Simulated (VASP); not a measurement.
# Ga2O3 (R-3c) in VASP: a series of runs

Ga2O3 is run at these levels: r2SCAN, PBE; tasks: single point.

Everything below comes from runs of VASP 6.6.1. Logs are shortened: lines on timing, memory, paths and dates and some standing lists are left out, and cuts for length are marked.

## 1. The cell of the first run

Symmetry: R-3c, No. 167, trigonal system. Conventional cell: a = 4.997 Å, b = 4.997 Å, c = 13.451 Å, α = 90.00°, β = 90.00°, γ = 120.00°. Within 2.6 Å of Ga (site symmetry 3) lie 6 O at 1.93 to 2.08 Å. O (site symmetry 2) has 4 Ga at 1.93 to 2.08 Å within 2.6 Å.

## 2. Single point, r2SCAN

File POSCAR:

```
Ga2O3
1.0
    2.4986991939      1.4426246522      4.4835497685
   -2.4986991939      1.4426246522      4.4835497685
    0.0000000000     -2.8852493044      4.4835497685
Ga O
4 6
Direct
    0.8554585060      0.8554585060      0.8554585060
    0.6445414940      0.6445414940      0.6445414940
    0.1445414940      0.1445414940      0.1445414940
    0.3554585060      0.3554585060      0.3554585060
    0.7500000000      0.4464286336      0.0535713664
    0.4464286336      0.0535713664      0.7500000000
    0.0535713664      0.7500000000      0.4464286336
    0.2500000000      0.5535713664      0.9464286336
    0.9464286336      0.2500000000      0.5535713664
    0.5535713664      0.9464286336      0.2500000000
```

File INCAR.step1:

```
SYSTEM = Ga2O3
PREC = Accurate
ENCUT = 520
ISMEAR = -1
SIGMA = 0.01
LREAL = .FALSE.
LASPH = .TRUE.
NELM = 80
NBANDS = 55
GGA = PE
ALGO = Normal
EDIFF = 1E-4
LWAVE = .TRUE.
LCHARG = .FALSE.
```

File INCAR.step2:

```
SYSTEM = Ga2O3
PREC = Accurate
ENCUT = 520
EDIFF = 1E-6
ISMEAR = -1
SIGMA = 0.01
LREAL = .FALSE.
LASPH = .TRUE.
NELM = 80
ALGO = Normal
ISIF = 2
LWAVE = .FALSE.
LCHARG = .TRUE.
METAGGA = R2SCAN
LMIXTAU = .TRUE.
LELF = .TRUE.
LVHAR = .TRUE.
NBANDS = 55
ISTART = 1
```

File KPOINTS:

```
regular mesh
0
G
  7 7 7
  0 0 0
```

Potentials or basis: VASP PAW PBE potentials, release 64 (Ga_d, O).

Started as:

```bash
> cat potpaw_PBE.64/Ga_d/POTCAR potpaw_PBE.64/O/POTCAR > POTCAR
> cp INCAR.step1 INCAR
> mpirun -np 1 vasp_std > vasp.out
> cp INCAR.step2 INCAR
> mpirun -np 1 vasp_std > vasp.out
```

OUTCAR:

```text
SYSTEM = Ga2O3
   PREC = Accurate
   ENCUT = 520
   EDIFF = 1E-6
   ISMEAR = -1
   LREAL = .FALSE.
   LASPH = .TRUE.
   NELM = 80
   ISIF = 2
   METAGGA = R2SCAN
   ISTART = 1

 ion  position               nearest neighbor table
   1  0.855  0.855  0.855-   9 1.93  10 1.93   8 1.93   7 2.08   5 2.08   6 2.08   2 2.84
   2  0.645  0.645  0.645-   8 1.93  10 1.93   9 1.93   7 2.08   5 2.08   6 2.08   1 2.84
   3  0.145  0.145  0.145-   7 1.93   6 1.93   5 1.93   8 2.08   9 2.08  10 2.08   4 2.84
   4  0.355  0.355  0.355-   5 1.93   6 1.93   7 1.93   8 2.08   9 2.08  10 2.08   3 2.84
   5  0.750  0.446  0.054-   4 1.93   3 1.93   1 2.08   2 2.08
   6  0.446  0.054  0.750-   3 1.93   4 1.93   1 2.08   2 2.08
   7  0.054  0.750  0.446-   3 1.93   4 1.93   1 2.08   2 2.08
   8  0.250  0.554  0.946-   2 1.93   1 1.93   3 2.08   4 2.08
   9  0.946  0.250  0.554-   1 1.93   2 1.93   3 2.08   4 2.08
  10  0.554  0.946  0.250-   1 1.93   2 1.93   3 2.08   4 2.08

  LATTYP: Found a trigonal (rhomboedric) cell.
 ALAT       =     5.3316866070
 COS(alpha) =     0.5607328553

  Lattice vectors:

 A1 = (   2.4986991939,   1.4426246522,   4.4835497685)
 A2 = (  -2.4986991939,   1.4426246522,   4.4835497685)
 A3 = (   0.0000000000,  -2.8852493044,   4.4835497685)

Analysis of symmetry for initial positions (statically):
=====================================================================
 Subroutine PRICEL returns:
 Original cell was already a primitive cell.

 Routine SETGRP: Setting up the symmetry group for a
 trigonal (rhombohedral) supercell.

 Subroutine GETGRP returns: Found 12 space group operations
 (whereof  6 operations were pure point group operations)
 out of a pool of 12 trial point group operations.

The static configuration has the point symmetry S_6 .
 The point group associated with its full space group is D_3d.

Analysis of symmetry for dynamics (positions and initial velocities):
=====================================================================
 Subroutine PRICEL returns:
 Original cell was already a primitive cell.

 Routine SETGRP: Setting up the symmetry group for a
 trigonal (rhombohedral) supercell.

 Subroutine GETGRP returns: Found 12 space group operations
 (whereof  6 operations were pure point group operations)
 out of a pool of 12 trial point group operations.

The dynamic configuration has the point symmetry S_6 .
 The point group associated with its full space group is D_3d.

 Subroutine INISYM returns: Found 12 space group operations
 (whereof  6 operations are pure point group operations),
 and found     1 'primitive' translations

----------------------------------------------------------------------------------------

                                     Primitive cell

  volume of cell :      96.9707

  direct lattice vectors                    reciprocal lattice vectors
     2.498699194  1.442624652  4.483549768     0.200104119  0.115530167  0.074345853
    -2.498699194  1.442624652  4.483549768    -0.200104119  0.115530167  0.074345853
     0.000000000 -2.885249304  4.483549768     0.000000000 -0.231060334  0.074345853

  length of vectors
     5.331686607  5.331686607  5.331686607     0.242726561  0.242726561  0.242726561

  position of ions in fractional coordinates (direct lattice)
     0.855458506  0.855458506  0.855458506
     0.644541494  0.644541494  0.644541494
     0.144541494  0.144541494  0.144541494
     0.355458506  0.355458506  0.355458506
     0.750000000  0.446428634  0.053571366
     0.446428634  0.053571366  0.750000000
     0.053571366  0.750000000  0.446428634
     0.250000000  0.553571366  0.946428634
     0.946428634  0.250000000  0.553571366
     0.553571366  0.946428634  0.250000000

  ion indices of the primitive-cell ions
   primitive index   ion index
                 1           1
                 2           2
                 3           3
                 4           4
                 5           5
                 6           6
                 7           7
                 8           8
                 9           9
                10          10

----------------------------------------------------------------------------------------

 KPOINTS: regular mesh

Automatic generation of k-mesh.
 Grid dimensions read from file:
 generate k-points for:    7    7    7

 Generating k-lattice:

  Cartesian coordinates                     Fractional coordinates (reciprocal lattice)
     0.028586303  0.016504310  0.010620836     0.142857143  0.000000000  0.000000000
    -0.028586303  0.016504310  0.010620836     0.000000000  0.142857143  0.000000000
     0.000000000 -0.033008619  0.010620836     0.000000000  0.000000000  0.142857143

  Length of vectors
     0.034675223  0.034675223  0.034675223

  Shift w.r.t. Gamma in fractional coordinates (k-lattice)
     0.000000000  0.000000000  0.000000000

 Subroutine IBZKPT returns following result:
 ===========================================

 Found     44 irreducible k-points:

 Following reciprocal coordinates:
            Coordinates               Weight
  0.000000  0.000000  0.000000      1.000000
  0.142857  0.000000  0.000000      6.000000
  0.285714 -0.000000  0.000000      6.000000
  0.428571 -0.000000  0.000000      6.000000
  0.142857  0.142857  0.000000      6.000000
  0.285714  0.142857 -0.000000     12.000000
[... 16 lines left out ...]
  0.285714  0.285714  0.142857      6.000000
  0.428571  0.285714  0.142857     12.000000
 [... further k-points ...]
   k-points           NKPTS =     44   k-points in BZ     NKDIM =     44   number of bands    NBANDS=     55
   number of dos      NEDOS =    301   number of ions     NIONS =     10
   total plane-waves  NPLWV =  64000
   dimension x,y,z NGX =    40 NGY =   40 NGZ =   40
   dimension x,y,z NGXF=    80 NGYF=   80 NGZF=   80
   ions per type =               4   6
   NGX,Y,Z   is equivalent  to a cutoff of  12.47, 12.47, 12.47 a.u.
   NGXF,Y,Z  is equivalent  to a cutoff of  24.94, 24.94, 24.94 a.u.
 SYSTEM =  Ga2O3
   PREC   = accura    normal or accurate (medium, high low for compatibility)
   ISTART =      1    job   : 0-new  1-cont  2-samecut
   ICHARG =      0    charge: 1-file 2-atom 10-const
   ISPIN  =      1    spin polarized calculation?
   LNONCOLLINEAR =      F non collinear calculations
   LSORBIT =      F    spin-orbit coupling
   LASPH  =      T    aspherical Exc in radial PAW
   ENCUT  =  520.0 eV  38.22 Ry    6.18 a.u.   9.91  9.91  9.91*2*pi/ulx,y,z
   NELM   =     80;   NELMIN=  2; NELMDL=  0     # of ELM steps
   EDIFF  = 0.1E-05   stopping-criterion for ELM
   LREAL  =      F    real-space projection
   EDIFFG = 0.1E-04   stopping-criterion for IOM
   NSW    =      0    number of steps for IOM
   IBRION =     -1    ionic relax: 0-MD 1-quasi-New 2-CG
   NFREE  =      0    steps in history (QN), initial steepest desc. (CG)
   ISIF   =      2    stress and relaxation
   ISYM   =      2    0-nonsym 1-usesym 2-fastsym
   POTIM  = 0.5000    time-step for ionic-motion
   TEBEG  =    0.0;   TEEND  =   0.0 temperature during run
   PSTRESS=    0.0 pullay stress
   NELECT =      88.0000    total number of electrons
   NUPDOWN=      -1.0000    fix difference up-down
   EMIN   =  10.00;   EMAX   =-10.00  energy-range for DOS
   EFERMI =   0.00;   METHOD = LEGACY
   ISMEAR =    -1;   SIGMA  =   0.01  broadening in eV -4-tet -1-fermi 0-gaus
   EFERMI_NEDOS =   21; number of points for ismear=-14 and -15
   IALGO  =     38    algorithm
   IMIX   =      4    mixing-type and parameters
     AMIX     =   0.40;   BMIX     =  1.00
     AMIX_MAG =   1.60;   BMIX_MAG =  1.00
  volume/ion in A,a.u.               =       9.70        65.44
  Fermi-wavevector in a.u.,A,eV,Ry     =   1.584974  2.995167 34.179784  2.512143
  Thomas-Fermi vector in A             =   2.684510
   LORBIT       =      0    0 simple, 1 ext, 2 COOP (PROOUT), +10 PAW based schemes
   METAGGA = R2SCAN    functional components
   LHFCALC =     F    Hartree Fock is set to
   AEXX    =    0.0000 exact exchange contribution
   IVDW    =     0    specifies the selected vdW correction
   LEPSILON=     F    determine dielectric tensor
   LRPA    =     F    only Hartree local field effects (RPA)
 non-spin polarized calculation
  energy-cutoff  :      520.00
  volume of cell :       96.97
 maximum number of plane-waves:      2630
   NGX = 19   NGY = 19   NGZ = 19

 number of electron      87.9999981 magnetization

 Free energy of the ion-electron system (eV)
  ---------------------------------------------------
  ext. energy  EPLUGINS =         0.00000000
  ---------------------------------------------------
  free energy    TOTEN  =      -102.33363418 eV

  energy without entropy =     -102.33363418  energy(sigma->0) =     -102.33363418

 E-fermi :   4.3061     XC(G=0): -13.1241

 val. band max:        4.0591148531   @ k =  -0.1429   0.1429   0.0000
 cond. band min:       7.5427365734   @ k =   0.0000   0.0000   0.0000
 fundamental gap:      3.4836217202
 Fermi energy:         4.3060985546

 k-point     1 :       0.0000    0.0000    0.0000
  band No.  band energies     occupation
      1     -15.8121      2.00000
      2     -13.8457      2.00000
      3     -13.8434      2.00000
      4     -13.8434      2.00000
      5     -13.8183      2.00000
      6     -13.8183      2.00000
[... 47 lines left out ...]
     54      16.1389      0.00000
     55      17.3827      0.00000

 k-point     2 :       0.1429    0.0000    0.0000
  band No.  band energies     occupation
      1     -15.7213      2.00000
      2     -13.9599      2.00000
      3     -13.8571      2.00000
      4     -13.8552      2.00000
      5     -13.8176      2.00000
      6     -13.8069      2.00000
[... 47 lines left out ...]
     54      16.6964      0.00000
     55      17.2296      0.00000
[... 1216 lines left out ...]
     54      16.9780      0.00000
     55      17.4437      0.00000

 k-point    24 :       0.4286    0.2857    0.1429
  band No.  band energies     occupation
      1     -15.2974      2.00000
      2     -14.3013      2.00000
      3     -13.9759      2.00000
      4     -13.9401      2.00000
      5     -13.8590      2.00000
      6     -13.7967      2.00000
[... 47 lines left out ...]
     54      17.0283      0.00000
     55      17.3406      0.00000

 [... further k-points ...]
[... 5 lines left out ...]
  --------------------------------------------------------------------------------------
  -------------------------------------------------------------------------------------
  Total        0.2776571      0.2776571      0.3062199      0.0000000      0.0000000      0.0000000
  in kB        4.5875288      4.5875288      5.0594509      0.0000000      0.0000000      0.0000000
  external PRESSURE =       4.7448362 kB  Pullay stress =       0.0000000 kB

 VOLUME and BASIS-vectors are now :
 -----------------------------------------------------------------------------
  energy-cutoff  :      520.00
  volume of cell :       96.97
      direct lattice vectors                 reciprocal lattice vectors
     2.498699194  1.442624652  4.483549768     0.200104119  0.115530167  0.074345853
    -2.498699194  1.442624652  4.483549768    -0.200104119  0.115530167  0.074345853
     0.000000000 -2.885249304  4.483549768     0.000000000 -0.231060334  0.074345853

 POSITION                                       TOTAL-FORCE (eV/Angst)
 -----------------------------------------------------------------------------------
      0.00000      0.00000     11.50647         0.000000     -0.000000     -0.025220
      0.00000      0.00000      8.66950         0.000000     -0.000000      0.025220
      0.00000      0.00000      1.94418         0.000000     -0.000000      0.025220
      0.00000      0.00000      4.78115         0.000000     -0.000000     -0.025220
      0.75853      1.57143      5.60444        -0.018061      0.031283      0.000000
      0.98163     -1.44262      5.60444         0.036122     -0.000000     -0.000000
     -1.74017     -0.12881      5.60444        -0.018061     -0.031283      0.000000
     -0.75853     -1.57143      7.84621         0.018061     -0.031283      0.000000
      1.74017      0.12881      7.84621         0.018061      0.031283      0.000000
     -0.98163      1.44262      7.84621        -0.036122      0.000000      0.000000
 -----------------------------------------------------------------------------------
    total drift:                               -0.000000      0.000000     -0.000000

  FREE ENERGIE OF THE ION-ELECTRON SYSTEM (eV)
  ---------------------------------------------------
  free  energy   TOTEN  =      -102.3336341837 eV

  energy  without entropy=     -102.3336341837  energy(sigma->0) =     -102.33363418
```

Run time: 19 min. Hardware: 1 thread of Intel Xeon Platinum 8259CL at 2.50GHz (Skylake/Cascade Lake), shared host; peak memory 0.36 GiB.

What came out:

```yaml
Free_energy: -102.3336 eV
Pressure: 0.5 GPa
Largest_force: 0.036 eV/Å
Band_gap_on_the_k_mesh: 3.48 eV, indirect (least direct gap 3.74 eV)
```

Forces on the atoms (eV/Å):
```
Ga   0.000  0.000 -0.025
Ga   0.000  0.000  0.025
Ga   0.000  0.000  0.025
Ga   0.000  0.000 -0.025
O   -0.018  0.031  0.000
O    0.036  0.000  0.000
O   -0.018 -0.031  0.000
O    0.018 -0.031  0.000
O    0.018  0.031  0.000
O   -0.036  0.000  0.000
```

Levels at points of the mesh, in eV from the valence-band top:
| k point | band 40 | band 41 | band 42 | band 43 | band 44 | band 45 | band 46 | band 47 | band 48 | band 49 |
| --- | --- | --- | --- | --- | --- | --- | --- | --- | --- | --- |
| (0.00, 0.00, 0.00) | -0.31 | -0.31 | -0.31 | -0.25 | -0.25 | 3.48 | 7.45 | 7.61 | 9.71 | 11.09 |

Caveat: the PAW data sets were made with another functional, which shifts forces and pressure a little.

## 3. Single point, PBE

File INCAR:

```
SYSTEM = Ga2O3
PREC     = Accurate       ! precision mode
ENCUT    = 520            ! plane-wave cutoff, eV
EDIFF    = 1E-6           ! SCF threshold, eV
ISMEAR   = -1             ! smearing method
SIGMA    = 0.01           ! smearing width, eV
LREAL    = .FALSE.        ! projectors in reciprocal space
LASPH    = .TRUE.         ! aspherical terms in the spheres
NELM     = 60             ! most SCF steps
ALGO     = Normal         ! electronic algorithm
ISIF     = 2              ! what is computed and relaxed
LWAVE    = .FALSE.        ! write WAVECAR
LCHARG   = .FALSE.        ! write CHGCAR
GGA      = PE             ! functional
NBANDS   = 55             ! bands
```

File KPOINTS:

```
Automatic mesh
0
G
  7 7 7
  0 0 0
```

File POSCAR:

```
Ga2O3
1.0
    2.4986991939      1.4426246522      4.4835497685
   -2.4986991939      1.4426246522      4.4835497685
    0.0000000000     -2.8852493044      4.4835497685
Ga O
4 6
Direct
    0.8558737231      0.8558737231      0.8558737231
    0.6441262769      0.6441262769      0.6441262769
    0.1441262769      0.1441262769      0.1441262769
    0.3558737231      0.3558737231      0.3558737231
    0.7500000000      0.4468767341      0.0531232659
    0.4468767341      0.0531232659      0.7500000000
    0.0531232659      0.7500000000      0.4468767341
    0.2500000000      0.5531232659      0.9468767341
    0.9468767341      0.2500000000      0.5531232659
    0.5531232659      0.9468767341      0.2500000000
```

Potentials or basis: VASP PAW PBE potentials, release 64 (Ga_d, O).

Started as:

```bash
> cat potpaw_PBE.64/Ga_d/POTCAR potpaw_PBE.64/O/POTCAR > POTCAR
> mpirun -np 1 vasp_std > vasp.out
```

It took 8.8 min on 1 thread of Oxide Virtual Turin-like, shared host; peak memory 0.3 GiB.

Results (log left out):

- Free energy: -59.2791 eV
- Pressure: 9.0 GPa
- Largest force: 0.018 eV/Å
- Band gap on the k mesh: 2.78 eV, indirect (least direct gap 3.03 eV)

Forces in eV/Å, atoms in the order of the input:
```
Ga   0.000  0.000  0.018
Ga   0.000  0.000 -0.018
Ga   0.000  0.000 -0.018
Ga   0.000  0.000  0.018
O    0.002 -0.003  0.000
O   -0.004  0.000  0.000
O    0.002  0.003  0.000
O   -0.002  0.003  0.000
O   -0.002 -0.003  0.000
O    0.004  0.000  0.000
```

Stress tensor (GPa, compression positive):
```
9.36 0.00 0.00
0.00 9.36 0.00
0.00 0.00 8.41
```

Levels at points of the mesh, in eV from the valence-band top:
| k point | band 40 | band 41 | band 42 | band 43 | band 44 | band 45 | band 46 | band 47 | band 48 | band 49 |
| --- | --- | --- | --- | --- | --- | --- | --- | --- | --- | --- |
| (0.00, 0.00, 0.00) | -0.32 | -0.31 | -0.31 | -0.25 | -0.25 | 2.78 | 6.66 | 6.81 | 8.87 | 10.17 |

A k mesh can miss the band edges. A hybrid or GW would open this gap; PBE tends to underestimate it.
